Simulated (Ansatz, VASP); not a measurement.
# Two plane-wave programs on Cd

INCAR

```
  PREC = Accurate
  ENCUT = 520
  EDIFF = 1E-7
  ISMEAR = -1
  SIGMA = 0.1
  LREAL = F
  LASPH = T
  NELM = 100
  ALGO = Normal
  ISIF = 2
  LWAVE = F
  LCHARG = F
  GGA = PS
  NBANDS = 19
```

Contents of KPOINTS:

```
regular mesh
0
Gamma
  20 20 9
```

File POSCAR:

```
Cd
1.0
    2.9658894142      0.0000000000      0.0000000000
   -1.4829447071      2.5685355775      0.0000000000
    0.0000000000      0.0000000000      5.8021649622
Cd
2
Direct
    0.3333333333      0.6666666667      0.2500000000
    0.6666666667      0.3333333333      0.7500000000
```

Input for Ansatz:

```yaml
crystal:
  lattice:
    - [2.9658894142, 0.0, 0.0]
    - [-1.4829447071, 2.5685355775, 0.0]
    - [0.0, 0.0, 5.8021649622]
  atoms:
    - { symbol: Cd, position: [0.3333333333, 0.6666666667, 0.25] }
    - { symbol: Cd, position: [0.6666666667, 0.3333333333, 0.75] }
hamiltonian:
  xc: pbesol
  pseudopotentials:
    kind: paw
    azcp:
      Cd: "pseudopotentials/Cd.paw.azcp"
basis:
  ecutwfc: 420
  fft_grid_basis: typed
kpoints:
  mp_grid: { grid: [20, 20, 9], shift: [0, 0, 0] }
magnetization:
  spin_polarized: false
scf:
  occupations: { method: fermi_dirac, width: 0.1 }
output:
  stress: true
```

Alike in both runs: task single point; functional PBEsol; k mesh 20 × 20 × 9; occupations fermi-dirac, width 0.1 eV; no spin polarisation.

```csv
,VASP,Ansatz
version,VASP 6.6.1,Ansatz 0.2.0
potentials or method,"VASP PAW PBE potentials, release 64 (Cd), cutoff 520 eV","plane waves (420 eV) with PAW, scalar-relativistic"
valence electrons in the cell,24,40
```

Ansatz gave:

```
pressure (GPa)                                                : -2.1
traceless stress, the component that is largest in VASP (GPa) : 0.17
```

**Question.** What did VASP give for the same quantities?

**Answer.** Pressure (GPa): -1.8; traceless stress, the component that is largest in VASP (GPa): 0.01.

VASP's potentials were made for PBE, not for PBEsol, and Ansatz warns of the same on its side. With one functional, cell and mesh, what is left measures potentials, basis and numerics. VASP's potentials hold 24 valence electrons a cell and Ansatz's 40, so a difference there can come from the potentials and not from the codes.
